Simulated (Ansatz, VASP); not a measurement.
**TeMo5 in VASP and in Ansatz**

Contents of INCAR:

```
SYSTEM = TeMo5
PREC = Accurate
ENCUT = 520
EDIFF = 1E-7
ISMEAR = 0
SIGMA = 0.1
LREAL = .False.
LASPH = .True.
NELM = 80
ALGO = Fast
ISIF = 2
LWAVE = .False.
LCHARG = .False.
GGA = PE
NBANDS = 88
```

The input KPOINTS:

```
Automatic mesh
0
Gamma
  4 4 2
  0 0 0
```

File POSCAR:

```
TeMo5
1.0
    4.5401556336      0.0000000000      0.0000000000
    0.0182624369      4.7705919606      0.0000000000
    0.1022417859      0.0690764536      9.1738900203
Te Mo
2 10
Direct
    0.4736497768      0.9825413353      0.5048447596
    0.9698006970      0.0169629976      0.9964462302
    0.8602153460      0.4935258119      0.5032245220
    0.3561847570      0.5081808206      0.9962931475
    0.3948552468      0.4926592217      0.3303043847
    0.8316902396      0.5026485448      0.8314225126
    0.8916283038      0.5101001179      0.1678861733
    0.3348837928      0.4930124623      0.6661672300
    0.9722623166      0.0026329237      0.3269831761
    0.4697482909      0.9958430797      0.8391283982
    0.4729213425      0.0013556912      0.1747081049
    0.9721598901      0.0005369935      0.6625913607
```

Input for Ansatz:

```yaml
crystal:
  lattice:
    - [4.5401556336, 0.0, 0.0]
    - [0.0182624369, 4.7705919606, 0.0]
    - [0.1022417859, 0.0690764536, 9.1738900203]
  atoms:
    - { symbol: Te, position: [0.4736497768, 0.9825413353, 0.5048447596] }
    - { symbol: Te, position: [0.969800697, 0.0169629976, 0.9964462302] }
    - { symbol: Mo, position: [0.860215346, 0.4935258119, 0.503224522] }
    - { symbol: Mo, position: [0.356184757, 0.5081808206, 0.9962931475] }
    - { symbol: Mo, position: [0.3948552468, 0.4926592217, 0.3303043847] }
    - { symbol: Mo, position: [0.8316902396, 0.5026485448, 0.8314225126] }
    - { symbol: Mo, position: [0.8916283038, 0.5101001179, 0.1678861733] }
    - { symbol: Mo, position: [0.3348837928, 0.4930124623, 0.66616723] }
    - { symbol: Mo, position: [0.9722623166, 0.0026329237, 0.3269831761] }
    - { symbol: Mo, position: [0.4697482909, 0.9958430797, 0.8391283982] }
    - { symbol: Mo, position: [0.4729213425, 0.0013556912, 0.1747081049] }
    - { symbol: Mo, position: [0.9721598901, 0.0005369935, 0.6625913607] }
basis:
  ecutwfc: 420
kpoints:
  mp_grid: { grid: [4, 4, 2] }
hamiltonian:
  xc: pbe
scf:
  occupations: { method: gaussian, width: 0.1 }
  lower_state_search: "off"
output:
  forces: true
  stress: true
  eigenvalues: true
```

Change from the starting cell: the structure that the rattled cell fell into.

Alike in both runs: task single point; functional PBE; k mesh 4 × 4 × 2; occupations gaussian, width 0.1 eV; no spin polarisation.

|  | VASP | Ansatz |
| --- | --- | --- |
| version | VASP 6.6.1 | Ansatz 0.2.0 |
| potentials or method | VASP PAW PBE potentials, release 64 (Te, Mo_sv), cutoff 520 eV | scalar-relativistic, plane waves, PAW |
| valence electrons in the cell | 152 | 172 |

|  | VASP | Ansatz | Ansatz less VASP |
| --- | --- | --- | --- |
| gap on the k mesh at the Fermi level (eV) | none | none | - |
| pressure (GPa) | 1.6 | 1.3 | -0.29 |
| traceless stress, the component that is largest in VASP (GPa) | -2.26 | -2.25 | +0.011 |
| rms of the force components (eV/Å) | 0.262 | 0.261 | -0.0009 |

Atom by atom the forces differ by 0.005 eV/Å (rms over components). A gap of «none» marks a metal or a gap that the smearing closes. VASP's potentials hold 152 valence electrons a cell and Ansatz's 172, so a difference there can come from the potentials and not from the codes.

Spin-orbit coupling is off throughout.
